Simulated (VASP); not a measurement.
# SmHf2H (P4/nmm) in VASP: a series of runs, part 2 of 2

VASP 6.6.1. Earlier steps stand in the parts before.

## (3) Single point, PBE

This run uses another cell than the first one, of 21.69 Å³/atom.

INCAR

```
PREC = Accurate ; ENCUT = 500
EDIFF = 1E-6 ; ISMEAR = 0
SIGMA = 0.2 ; LREAL = False
LASPH = True ; NELM = 200
ALGO = Normal ; ISIF = 2
LWAVE = False ; LCHARG = False
GGA = PE ; NBANDS = 42
GGA_COMPAT = False ; LMAXMIX = 6
```

KPOINTS

```
regular mesh
0
Gamma
  4 4 2
```

POSCAR

```
SmHf2H
1.0
    4.0111150196      0.0000000000      0.0000000000
    0.0000000000      4.0111150196      0.0000000000
    0.0000000000      0.0000000000     10.7872651135
Sm Hf H
2 4 2
Direct
    0.0000000000      0.5000000000      0.7563151562
    0.5000000000      0.0000000000      0.2436848438
    0.5000000000      0.5000000000      0.0000000000
    0.0000000000      0.0000000000      0.0000000000
    0.0000000000      0.5000000000      0.4449575110
    0.5000000000      0.0000000000      0.5550424890
    0.5000000000      0.5000000000      0.5000000000
    0.0000000000      0.0000000000      0.5000000000
```

Potentials or basis: VASP PAW PBE potentials, release 64 (Sm_3, Hf_pv, H), 4f in core.

The run is started by

```bash
cat potpaw_PBE.64/Sm_3/POTCAR potpaw_PBE.64/Hf_pv/POTCAR potpaw_PBE.64/H/POTCAR > POTCAR
mpirun -np 1 vasp_std > vasp.out
```

OUTCAR:

```text
PREC = Accurate
   ENCUT = 500
   EDIFF = 1E-6
   ISMEAR = 0
   LREAL = False
   LASPH = True
   NELM = 200
   ISIF = 2
   GGA = PE

 ion  position               nearest neighbor table
   1  0.000  0.500  0.756-   3 3.31   4 3.31   4 3.31   3 3.31   5 3.36   6 3.57   6 3.57   6 3.57
                             6 3.57
   2  0.500  0.000  0.244-   3 3.31   4 3.31   3 3.31   4 3.31   6 3.36   5 3.57   5 3.57   5 3.57
                             5 3.57
   3  0.500  0.500  0.000-   4 2.84   4 2.84   4 2.84   4 2.84   2 3.31   1 3.31   1 3.31   2 3.31

   4  0.000  0.000  0.000-   3 2.84   3 2.84   3 2.84   3 2.84   2 3.31   2 3.31   1 3.31   1 3.31

   5  0.000  0.500  0.445-   7 2.09   8 2.09   8 2.09   7 2.09   6 3.07   6 3.07   6 3.07   6 3.07
                             1 3.36   2 3.57   2 3.57   2 3.57   2 3.57
   6  0.500  0.000  0.555-   7 2.09   8 2.09   7 2.09   8 2.09   5 3.07   5 3.07   5 3.07   5 3.07
                             2 3.36   1 3.57   1 3.57   1 3.57   1 3.57
   7  0.500  0.500  0.500-   5 2.09   6 2.09   6 2.09   5 2.09
   8  0.000  0.000  0.500-   5 2.09   6 2.09   5 2.09   6 2.09

  LATTYP: Found a simple tetragonal cell.
 ALAT       =     4.0111150196
 C/A-ratio  =     2.6893432526

  Lattice vectors:

 A1 = (   4.0111150196,   0.0000000000,   0.0000000000)
 A2 = (   0.0000000000,   4.0111150196,   0.0000000000)
 A3 = (   0.0000000000,   0.0000000000,  10.7872651135)

Analysis of symmetry for initial positions (statically):
=====================================================================
 Subroutine PRICEL returns:
 Original cell was already a primitive cell.

 Routine SETGRP: Setting up the symmetry group for a
 simple tetragonal supercell.

 Subroutine GETGRP returns: Found 16 space group operations
 (whereof  8 operations were pure point group operations)
 out of a pool of 16 trial point group operations.

The static configuration has the point symmetry D_2d.
 The point group associated with its full space group is D_4h.

Analysis of symmetry for dynamics (positions and initial velocities):
=====================================================================
 Subroutine PRICEL returns:
 Original cell was already a primitive cell.

 Routine SETGRP: Setting up the symmetry group for a
 simple tetragonal supercell.

 Subroutine GETGRP returns: Found 16 space group operations
 (whereof  8 operations were pure point group operations)
 out of a pool of 16 trial point group operations.

The dynamic configuration has the point symmetry D_2d.
 The point group associated with its full space group is D_4h.

 Subroutine INISYM returns: Found 16 space group operations
 (whereof  8 operations are pure point group operations),
 and found     1 'primitive' translations

----------------------------------------------------------------------------------------

                                     Primitive cell

  volume of cell :     173.5568

  direct lattice vectors                    reciprocal lattice vectors
     4.011115020  0.000000000  0.000000000     0.249307236  0.000000000  0.000000000
     0.000000000  4.011115020  0.000000000     0.000000000  0.249307236  0.000000000
[... 61 lines left out ...]
  0.250000  0.000000  0.500000      4.000000
  0.500000  0.000000  0.500000      2.000000
  0.250000  0.250000  0.500000      4.000000
  0.500000  0.250000  0.500000      4.000000
  0.500000  0.500000  0.500000      1.000000
   k-points           NKPTS =     12   k-points in BZ     NKDIM =     12   number of bands    NBANDS=     42
   number of dos      NEDOS =    301   number of ions     NIONS =      8
   total plane-waves  NPLWV =  72000
   dimension x,y,z NGX =    30 NGY =   30 NGZ =   80
   dimension x,y,z NGXF=    60 NGYF=   60 NGZF=  160
   ions per type =               2   4   2
   NGX,Y,Z   is equivalent  to a cutoff of  12.43, 12.43, 12.33 a.u.
   NGXF,Y,Z  is equivalent  to a cutoff of  24.87, 24.87, 24.66 a.u.
 SYSTEM =  unknown system
   PREC   = accura    normal or accurate (medium, high low for compatibility)
   ISTART =      0    job   : 0-new  1-cont  2-samecut
   ICHARG =      2    charge: 1-file 2-atom 10-const
   ISPIN  =      1    spin polarized calculation?
   LNONCOLLINEAR =      F non collinear calculations
   LSORBIT =      F    spin-orbit coupling
   LASPH  =      T    aspherical Exc in radial PAW
   ENCUT  =  500.0 eV  36.75 Ry    6.06 a.u.   7.31  7.31 19.67*2*pi/ulx,y,z
   NELM   =    200;   NELMIN=  2; NELMDL= -5     # of ELM steps
   EDIFF  = 0.1E-05   stopping-criterion for ELM
   LREAL  =      F    real-space projection
   EDIFFG = 0.1E-04   stopping-criterion for IOM
   NSW    =      0    number of steps for IOM
   IBRION =     -1    ionic relax: 0-MD 1-quasi-New 2-CG
   NFREE  =      0    steps in history (QN), initial steepest desc. (CG)
   ISIF   =      2    stress and relaxation
   ISYM   =      2    0-nonsym 1-usesym 2-fastsym
   POTIM  = 0.5000    time-step for ionic-motion
   TEBEG  =    0.0;   TEEND  =   0.0 temperature during run
   PSTRESS=    0.0 pullay stress
   NELECT =      64.0000    total number of electrons
   NUPDOWN=      -1.0000    fix difference up-down
   EMIN   =  10.00;   EMAX   =-10.00  energy-range for DOS
   EFERMI =   0.00;   METHOD = LEGACY
   ISMEAR =     0;   SIGMA  =   0.20  broadening in eV -4-tet -1-fermi 0-gaus
   EFERMI_NEDOS =   21; number of points for ismear=-14 and -15
   IALGO  =     38    algorithm
   IMIX   =      4    mixing-type and parameters
     AMIX     =   0.40;   BMIX     =  1.00
     AMIX_MAG =   1.60;   BMIX_MAG =  1.00
  volume/ion in A,a.u.               =      21.69       146.40
  Fermi-wavevector in a.u.,A,eV,Ry     =   1.173963  2.218468 18.751392  1.378188
  Thomas-Fermi vector in A             =   2.310367
   LORBIT       =      0    0 simple, 1 ext, 2 COOP (PROOUT), +10 PAW based schemes
   GGA     = PE    functional components
   LHFCALC =     F    Hartree Fock is set to
   AEXX    =    0.0000 exact exchange contribution
   IVDW    =     0    specifies the selected vdW correction
   LEPSILON=     F    determine dielectric tensor
   LRPA    =     F    only Hartree local field effects (RPA)
 non-spin polarized calculation
 Gauss-broadening in eV      SIGMA  =   0.20
  energy-cutoff  :      500.00
  volume of cell :      173.56
 maximum number of plane-waves:      4439
 NGX is ok and might be reduce to    30
   NGX = 15   NGY = 15   NGZ = 39

 number of electron      63.9999997 magnetization

 Free energy of the ion-electron system (eV)
  ---------------------------------------------------
  ext. energy  EPLUGINS =         0.00000000
  ---------------------------------------------------
  free energy    TOTEN  =       -53.29850766 eV

  energy without entropy =      -53.14993665  energy(sigma->0) =      -53.22422216

 E-fermi :   3.5441     XC(G=0): -10.2684

 val. band max:        3.5440427898   @ k =   0.2500   0.0000   0.5000
 cond. band min:       3.6226575034   @ k =   0.2500   0.2500   0.0000
 fundamental gap:      0.0786147136
 Fermi energy:         3.5440987195

 k-point     1 :       0.0000    0.0000    0.0000
  band No.  band energies     occupation
      1     -37.3343      2.00000
      2     -37.3333      2.00000
      3     -27.3846      2.00000
      4     -27.3846      2.00000
      5     -27.3134      2.00000
      6     -27.3134      2.00000
[... 529 lines left out ...]
     41       5.9909      0.00000
     42       5.9909      0.00000

------------------------ aborting loop because EDIFF is reached ----------------------------------------

  FORCE on cell =-STRESS in cart. coord.  units (eV):
  Direction    XX          YY          ZZ          XY          YZ          ZX
  --------------------------------------------------------------------------------------
  -------------------------------------------------------------------------------------
  Total        0.0597430      0.0597430      1.1361583      0.0000000     -0.0000000      0.0000000
  in kB        0.5515129      0.5515129     10.4883662      0.0000000     -0.0000000      0.0000000
  external PRESSURE =       3.8637973 kB  Pullay stress =       0.0000000 kB

 VOLUME and BASIS-vectors are now :
 -----------------------------------------------------------------------------
  energy-cutoff  :      500.00
  volume of cell :      173.56
      direct lattice vectors                 reciprocal lattice vectors
     4.011115020  0.000000000  0.000000000     0.249307236  0.000000000  0.000000000
     0.000000000  4.011115020  0.000000000     0.000000000  0.249307236  0.000000000
     0.000000000  0.000000000 10.787265114     0.000000000  0.000000000  0.092701903

 POSITION                                       TOTAL-FORCE (eV/Angst)
 -----------------------------------------------------------------------------------
      0.00000      2.00556      8.15857        -0.000000     -0.000000     -0.039204
      2.00556      0.00000      2.62869        -0.000000     -0.000000      0.039204
      2.00556      2.00556      0.00000         0.000000     -0.000000      0.000000
      0.00000      0.00000      0.00000         0.000000      0.000000      0.000000
      0.00000      2.00556      4.79987         0.000000      0.000000      0.064888
      2.00556      0.00000      5.98739         0.000000     -0.000000     -0.064888
      2.00556      2.00556      5.39363         0.000000     -0.000000      0.000000
      0.00000      0.00000      5.39363         0.000000      0.000000      0.000000
 -----------------------------------------------------------------------------------
    total drift:                                0.000000      0.000000      0.000000

  FREE ENERGIE OF THE ION-ELECTRON SYSTEM (eV)
  ---------------------------------------------------
  free  energy   TOTEN  =       -53.2985076618 eV

  energy  without entropy=      -53.1499366532  energy(sigma->0) =      -53.22422216
```

Wall time 62 s (1 thread of Intel Xeon 6975P-C (Granite Rapids), shared host); peak memory 0.28 GiB.

What came out:

```
Free energy   : -53.2985 eV
Pressure      : 0.4 GPa
Largest force : 0.065 eV/Å
```

Forces on the atoms (eV/Å):
```
Sm   0.000  0.000 -0.039
Sm   0.000  0.000  0.039
Hf   0.000  0.000  0.000
Hf   0.000  0.000  0.000
Hf   0.000  0.000  0.065
Hf   0.000  0.000 -0.065
H    0.000  0.000  0.000
H    0.000  0.000  0.000
```

Stress tensor (GPa, compression positive):
```
0.06 0.00 0.00
0.00 0.06 0.00
0.00 0.00 1.05
```

Caveat: the k points lie up to 0.39 Å⁻¹ apart; spin-orbit coupling is left out, which moves the levels of the heavy elements; the 4f electrons are frozen in the core, so they carry no moment and show no levels. Spin polarisation is off, so any magnetic state and its effect on volume and gap are missing.
